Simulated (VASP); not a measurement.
Wanted: the native input for a VASP 6.6.1 run.

```
Task                   : single point
Functional             : PBE
Potentials or basis    : VASP PAW PBE potentials, release 64 (Si, C)
Cutoff                 : 600 eV
k mesh                 : 5 × 5 × 3
Occupations            : gaussian, width 0.2 eV
Spin                   : no spin polarisation
Dipole correction      : no
Further INCAR settings : ALGO = Normal; EDIFF = 1e-06; NBANDS = 18
```

The structure of Si2C3 lies in POSCAR:

```
Si2C3
1.0
    3.5225234309      0.0000000000      0.0000000000
    0.0000000000      3.5225234309      0.0000000000
    0.0000000000      0.0000000000      6.1439997413
Si C
2 3
Direct
    0.5000000000      0.5000000000      0.5000000000
    0.0000000000      0.0000000000      0.5000000000
    0.0000000000      0.0000000000      0.0000000000
    0.0000000000      0.0000000000      0.7902176459
    0.0000000000      0.0000000000      0.2097823541
```

One way to write it, as run:

INCAR

```
SYSTEM = Si2C3
PREC = Accurate ; ENCUT = 600
EDIFF = 1E-6 ; ISMEAR = 0
SIGMA = 0.2 ; LREAL = .FALSE.
LASPH = .TRUE. ; NELM = 120
ALGO = Normal ; ISIF = 2
LWAVE = .FALSE. ; LCHARG = .FALSE.
GGA = PE ; NBANDS = 18
GGA_COMPAT = .FALSE.
```

KPOINTS

```
Automatic mesh
0
G
  5 5 3
  0 0 0
```

Potentials or basis: VASP PAW PBE potentials, release 64 (Si, C).

The run is started by

```console
$ cat potpaw_PBE.64/Si/POTCAR potpaw_PBE.64/C/POTCAR > POTCAR
$ mpirun -np 1 vasp_std > vasp.out
```

Results of the run:

| Property | Result |
| --- | --- |
| Pressure | -0.1 GPa |
| Largest force | 0.046 eV/Å |
| Band gap on the k mesh | zero (band 10 reaches 4.90 eV, above the bottom of band 11 at 2.27 eV) |

Wall time 16 s on 1 thread of Intel(R) Xeon(R) Platinum 8375C CPU @ 2.90GHz (Ice Lake), with other jobs on the host, peak memory 0.19 GiB.
